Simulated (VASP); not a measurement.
# Ti (I4/mmm) in VASP: further runs

The runs below take Ti through single point, with r2SCAN.

Program: VASP 6.6.1. These are calculated values, not measurements. Logs are shortened: lines on timing, memory, paths and dates and some standing lists are left out, and cuts for length are marked.

### Step 1. The cell of the first run

The structure is tetragonal, space group I4/mmm (No. 139). Conventional cell: a = 3.252 Å, b = 3.252 Å, c = 3.170 Å, α = 90.00°, β = 90.00°, γ = 90.00°. Within 3.7 Å of Ti (site symmetry 4/mmm) lie 14 Ti at 2.79 to 3.25 Å.

### Step 2. Single point, r2SCAN (strain -0.0250 x Voigt [1, 0, 0, 0, 0, 0])

POSCAR

```
Ti
1.0
   -1.5852474977      1.6258948694      1.6258948694
    1.5852474977     -1.6258948694      1.6258948694
    1.5852474977      1.6258948694     -1.6258948694
Ti
1
Direct
    0.0000000000      0.0000000000      0.0000000000
```

INCAR.step1

```
  ALGO = Normal
  EDIFF = 1E-4
  ENCUT = 520
  GGA = PE
  ISMEAR = 0
  LASPH = T
  LCHARG = F
  LREAL = F
  LWAVE = T
  NBANDS = 12
  NELM = 60
  PREC = Accurate
  SIGMA = 0.15
```

INCAR.step2

```
  ALGO = Normal
  EDIFF = 1E-7
  ENCUT = 520
  ISIF = 2
  ISMEAR = 0
  ISTART = 1
  LASPH = T
  LCHARG = T
  LELF = T
  LMIXTAU = T
  LREAL = F
  LVHAR = T
  LWAVE = F
  METAGGA = R2SCAN
  NBANDS = 12
  NELM = 60
  PREC = Accurate
  SIGMA = 0.15
```

KPOINTS

```
k-points
0
Gamma
  26 26 26
```

Potentials or basis: VASP PAW PBE potentials, release 64 (Ti_sv).

Started as:

```sh
$ cat potpaw_PBE.64/Ti_sv/POTCAR > POTCAR
$ cp INCAR.step1 INCAR
$ mpirun -np 1 vasp_std > vasp.out
$ cp INCAR.step2 INCAR
$ mpirun -np 1 vasp_std > vasp.out
```

OUTCAR:

```text
EDIFF = 1E-7
   ENCUT = 520
   ISIF = 2
   ISMEAR = 0
   ISTART = 1
   LASPH = T
   LREAL = F
   METAGGA = R2SCAN
   NELM = 60
   PREC = Accurate

 ion  position               nearest neighbor table
   1  0.000  0.000  0.000-

  LATTYP: Found a body centered tetragonal cell.
 ALAT       =     3.2517897388
 C/A-ratio  =     0.9750000000

  Lattice vectors:

 A1 = (  -1.5852474977,   1.6258948694,  -1.6258948694)
 A2 = (  -1.5852474977,  -1.6258948694,   1.6258948694)
 A3 = (   1.5852474977,   1.6258948694,   1.6258948694)

Analysis of symmetry for initial positions (statically):
=====================================================================
 Subroutine PRICEL returns:
 Original cell was already a primitive cell.

 Routine SETGRP: Setting up the symmetry group for a
 body centered tetragonal supercell.

 Subroutine GETGRP returns: Found 16 space group operations
 (whereof 16 operations were pure point group operations)
 out of a pool of 16 trial point group operations.

The static configuration has the point symmetry D_4h.

Analysis of symmetry for dynamics (positions and initial velocities):
=====================================================================
 Subroutine PRICEL returns:
 Original cell was already a primitive cell.

 Routine SETGRP: Setting up the symmetry group for a
 body centered tetragonal supercell.

 Subroutine GETGRP returns: Found 16 space group operations
 (whereof 16 operations were pure point group operations)
 out of a pool of 16 trial point group operations.

The dynamic configuration has the point symmetry D_4h.

 Subroutine INISYM returns: Found 16 space group operations
 (whereof 16 operations are pure point group operations),
 and found     1 'primitive' translations

----------------------------------------------------------------------------------------

                                     Primitive cell

  volume of cell :      16.7626

  direct lattice vectors                    reciprocal lattice vectors
    -1.585247498  1.625894869  1.625894869     0.000000000  0.307522958  0.307522958
     1.585247498 -1.625894869  1.625894869     0.315408162  0.000000000  0.307522958
     1.585247498  1.625894869 -1.625894869     0.315408162  0.307522958  0.000000000

  length of vectors
     2.792861952  2.792861952  2.792861952     0.434903138  0.440514107  0.440514107

  position of ions in fractional coordinates (direct lattice)
     0.000000000  0.000000000  0.000000000

  ion indices of the primitive-cell ions
   primitive index   ion index
                 1           1

----------------------------------------------------------------------------------------

 KPOINTS: k-points

Automatic generation of k-mesh.
 Grid dimensions read from file:
 generate k-points for:   26   26   26

 Generating k-lattice:

  Cartesian coordinates                     Fractional coordinates (reciprocal lattice)
     0.000000000  0.011827806  0.011827806     0.038461538  0.000000000  0.000000000
     0.012131083  0.000000000  0.011827806    -0.000000000  0.038461538  0.000000000
     0.012131083  0.011827806  0.000000000    -0.000000000  0.000000000  0.038461538

  Length of vectors
     0.016727044  0.016942850  0.016942850

  Shift w.r.t. Gamma in fractional coordinates (k-lattice)
     0.000000000  0.000000000  0.000000000

 Subroutine IBZKPT returns following result:
 ===========================================

 Found   1330 irreducible k-points:

 Following reciprocal coordinates:
            Coordinates               Weight
  0.000000  0.000000  0.000000      1.000000
  0.038462  0.000000  0.000000      4.000000
  0.076923  0.000000  0.000000      4.000000
  0.115385  0.000000  0.000000      4.000000
  0.153846  0.000000  0.000000      4.000000
  0.192308  0.000000  0.000000      4.000000
[... 16 lines left out ...]
  0.307692  0.038462 -0.000000     16.000000
  0.346154  0.038462  0.000000     16.000000
 [... further k-points ...]
   k-points           NKPTS =   1330   k-points in BZ     NKDIM =   1330   number of bands    NBANDS=     12
   number of dos      NEDOS =    301   number of ions     NIONS =      1
   total plane-waves  NPLWV =  13824
   dimension x,y,z NGX =    24 NGY =   24 NGZ =   24
   dimension x,y,z NGXF=    48 NGYF=   48 NGZF=   48
   ions per type =               1
   NGX,Y,Z   is equivalent  to a cutoff of  14.29, 14.29, 14.29 a.u.
   NGXF,Y,Z  is equivalent  to a cutoff of  28.57, 28.57, 28.57 a.u.
 SYSTEM =  unknown system
   PREC   = accura    normal or accurate (medium, high low for compatibility)
   ISTART =      1    job   : 0-new  1-cont  2-samecut
   ICHARG =      0    charge: 1-file 2-atom 10-const
   ISPIN  =      1    spin polarized calculation?
   LNONCOLLINEAR =      F non collinear calculations
   LSORBIT =      F    spin-orbit coupling
   LASPH  =      T    aspherical Exc in radial PAW
   ENCUT  =  520.0 eV  38.22 Ry    6.18 a.u.   5.19  5.19  5.19*2*pi/ulx,y,z
   NELM   =     60;   NELMIN=  2; NELMDL=  0     # of ELM steps
   EDIFF  = 0.1E-06   stopping-criterion for ELM
   LREAL  =      F    real-space projection
   EDIFFG = 0.1E-05   stopping-criterion for IOM
   NSW    =      0    number of steps for IOM
   IBRION =     -1    ionic relax: 0-MD 1-quasi-New 2-CG
   NFREE  =      0    steps in history (QN), initial steepest desc. (CG)
   ISIF   =      2    stress and relaxation
   ISYM   =      2    0-nonsym 1-usesym 2-fastsym
   POTIM  = 0.5000    time-step for ionic-motion
   TEBEG  =    0.0;   TEEND  =   0.0 temperature during run
   PSTRESS=    0.0 pullay stress
   NELECT =      12.0000    total number of electrons
   NUPDOWN=      -1.0000    fix difference up-down
   EMIN   =  10.00;   EMAX   =-10.00  energy-range for DOS
   EFERMI =   0.00;   METHOD = LEGACY
   ISMEAR =     0;   SIGMA  =   0.15  broadening in eV -4-tet -1-fermi 0-gaus
   EFERMI_NEDOS =   21; number of points for ismear=-14 and -15
   IALGO  =     38    algorithm
   IMIX   =      4    mixing-type and parameters
     AMIX     =   0.40;   BMIX     =  1.00
     AMIX_MAG =   1.60;   BMIX_MAG =  1.00
  volume/ion in A,a.u.               =      16.76       113.12
  Fermi-wavevector in a.u.,A,eV,Ry     =   1.464495  2.767494 29.181039  2.144746
  Thomas-Fermi vector in A             =   2.580464
   LORBIT       =      0    0 simple, 1 ext, 2 COOP (PROOUT), +10 PAW based schemes
   METAGGA = R2SCAN    functional components
   LHFCALC =     F    Hartree Fock is set to
   AEXX    =    0.0000 exact exchange contribution
   IVDW    =     0    specifies the selected vdW correction
   LEPSILON=     F    determine dielectric tensor
   LRPA    =     F    only Hartree local field effects (RPA)
 non-spin polarized calculation
 Gauss-broadening in eV      SIGMA  =   0.15
  energy-cutoff  :      520.00
  volume of cell :       16.76
 maximum number of plane-waves:       466
 NGX is ok and might be reduce to    24
   NGX = 11   NGY = 11   NGZ = 11

 number of electron      11.9999998 magnetization

 Free energy of the ion-electron system (eV)
  ---------------------------------------------------
  ext. energy  EPLUGINS =         0.00000000
  ---------------------------------------------------
  free energy    TOTEN  =       -12.82100843 eV

  energy without entropy =      -12.79718768  energy(sigma->0) =      -12.80909805

 E-fermi :   8.5013     XC(G=0): -12.5826

 val. band max:        8.5011833192   @ k =   0.2692   0.0769   0.0385
 cond. band min:       8.5029407976   @ k =  -0.2308   0.4615  -0.0000
 fundamental gap:      0.0017574784
 Fermi energy:         8.5012695575

 k-point     1 :       0.0000    0.0000    0.0000
  band No.  band energies     occupation
      1     -50.3337      2.00000
      2     -25.0950      2.00000
      3     -25.0936      2.00000
      4     -25.0936      2.00000
      5       2.0893      2.00000
      6       9.5376      0.00000
      7       9.7519      0.00000
      8       9.7520      0.00000
      9      11.4058      0.00000
     10      11.6554      0.00000
     11      26.6805      0.00000
     12      26.6805      0.00000

 k-point     2 :       0.0385    0.0000    0.0000
  band No.  band energies     occupation
      1     -50.3315      2.00000
      2     -25.1055      2.00000
      3     -25.0984      2.00000
      4     -25.0936      2.00000
      5       2.1430      2.00000
      6       9.5321      0.00000
      7       9.7274      0.00000
      8       9.7909      0.00000
      9      11.3735      0.00000
     10      11.6546      0.00000
     11      26.6061      0.00000
     12      26.6850      0.00000

 k-point     3 :       0.0769    0.0000    0.0000
  band No.  band energies     occupation
      1     -50.3249      2.00000
      2     -25.1403      2.00000
      3     -25.1083      2.00000
      4     -25.0934      2.00000
      5       2.3022      2.00000
      6       9.5105      0.00000
      7       9.6558      0.00000
      8       9.9067      0.00000
      9      11.2877      0.00000
     10      11.6527      0.00000
     11      26.3708      0.00000
     12      26.6784      0.00000
[... 286 lines left out ...]
 k-point    23 :       0.3077    0.0385   -0.0000
  band No.  band energies     occupation
      1     -50.2193      2.00000
      2     -25.6727      2.00000
      3     -25.2652      2.00000
      4     -25.0960      2.00000
      5       5.0695      2.00000
      6       8.6428      0.18198
      7       8.7157      0.04319
      8      11.2175      0.00000
      9      11.7712      0.00000
     10      12.0934      0.00000
     11      20.8631      0.00000
     12      24.0603      0.00000

 k-point    24 :       0.3462    0.0385    0.0000
  band No.  band energies     occupation
      1     -50.2039      2.00000
      2     -25.7470      2.00000
      3     -25.2882      2.00000
      4     -25.0958      2.00000
      5       5.4357      2.00000
      6       8.5139      0.90516
      7       8.7793      0.00876
      8      11.2967      0.00000
      9      11.8081      0.00000
     10      12.4838      0.00000
     11      19.8614      0.00000
     12      23.5951      0.00000

 [... further k-points ...]

------------------------ aborting loop because EDIFF is reached ----------------------------------------

  FORCE on cell =-STRESS in cart. coord.  units (eV):
  Direction    XX          YY          ZZ          XY          YZ          ZX
  --------------------------------------------------------------------------------------
  -------------------------------------------------------------------------------------
  Total        0.2995310      0.4073314      0.4073314      0.0000000      0.0000000      0.0000000
  in kB       28.6292723     38.9328792     38.9328792      0.0000000      0.0000000      0.0000000
  external PRESSURE =      35.4983436 kB  Pullay stress =       0.0000000 kB

 VOLUME and BASIS-vectors are now :
 -----------------------------------------------------------------------------
  energy-cutoff  :      520.00
  volume of cell :       16.76
      direct lattice vectors                 reciprocal lattice vectors
    -1.585247498  1.625894869  1.625894869     0.000000000  0.307522958  0.307522958
     1.585247498 -1.625894869  1.625894869     0.315408162  0.000000000  0.307522958
     1.585247498  1.625894869 -1.625894869     0.315408162  0.307522958  0.000000000

 POSITION                                       TOTAL-FORCE (eV/Angst)
 -----------------------------------------------------------------------------------
      0.00000      0.00000      0.00000        -0.000000      0.000000      0.000000
 -----------------------------------------------------------------------------------
    total drift:                                0.000000      0.000000     -0.000000

  FREE ENERGIE OF THE ION-ELECTRON SYSTEM (eV)
  ---------------------------------------------------
  free  energy   TOTEN  =       -12.8210084302 eV

  energy  without entropy=      -12.7971876753  energy(sigma->0) =      -12.80909805
```

Run time: 6.6 min. Hardware: 1 thread of Intel Xeon 6975P-C (Granite Rapids), shared host; peak memory 0.36 GiB.

What came out:

```yaml
Free_energy: -12.8210 eV
Pressure: 3.5 GPa
Band_gap_on_the_k_mesh: zero (bands 6 and 7 overlap by 1.88 eV)
```

Caveat: the cell differs from its parent crystal (strain -0.0250 x Voigt [1, 0, 0, 0, 0, 0]); the cell stands under pressure; the PAW data sets were made with another functional, which shifts forces and pressure a little.

[end of part 1 of 2]
